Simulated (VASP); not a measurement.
Write the native input for VASP 6.6.1 that does the following.

```
Task                   : single point
Functional             : PBE
Potentials or basis    : VASP PAW PBE potentials, release 64 (Be, Te)
Cutoff                 : 520 eV
k mesh                 : 4 × 4 × 4
Occupations            : gaussian, width 0.01 eV
Spin                   : no spin polarisation
Dipole correction      : no
Further INCAR settings : ALGO = Normal; EDIFF = 1e-07; NBANDS = 11
```

The structure of BeTe lies in POSCAR:

```
BeTe
1.0
    0.0000000000      2.8286236274      2.8286236274
    2.8286236274      0.0000000000      2.8286236274
    2.8286236274      2.8286236274      0.0000000000
Be Te
1 1
Direct
    0.0000000000      0.0000000000      0.0000000000
    0.2500000000      0.2500000000      0.2500000000
```

These files were run (other wordings do the same):

INCAR

```
ALGO = Normal ; EDIFF = 1E-7
ENCUT = 520 ; GGA = PE
ISIF = 2 ; ISMEAR = 0
LASPH = T ; LCHARG = F
LREAL = F ; LWAVE = F
NBANDS = 11 ; NELM = 80
PREC = Accurate ; SIGMA = 0.01
```

KPOINTS

```
k-points
0
Gamma
  4 4 4
```

Potentials or basis: VASP PAW PBE potentials, release 64 (Be, Te).

Command:

```bash
$ cat potpaw_PBE.64/Be/POTCAR potpaw_PBE.64/Te/POTCAR > POTCAR
$ mpirun -np 1 vasp_std > vasp.out
```

It gave:

```
Pressure               : 0.8 GPa
Band gap on the k mesh : 2.00 eV, indirect (least direct gap 3.61 eV)
```

Caveat: the k points lie up to 0.48 Å⁻¹ apart; spin-orbit coupling is left out, which moves the levels of the heavy elements.

It took 4 s on 1 thread of Intel(R) Xeon(R) 6975P-C (Granite Rapids), on a shared host, peak memory 0.16 GiB.
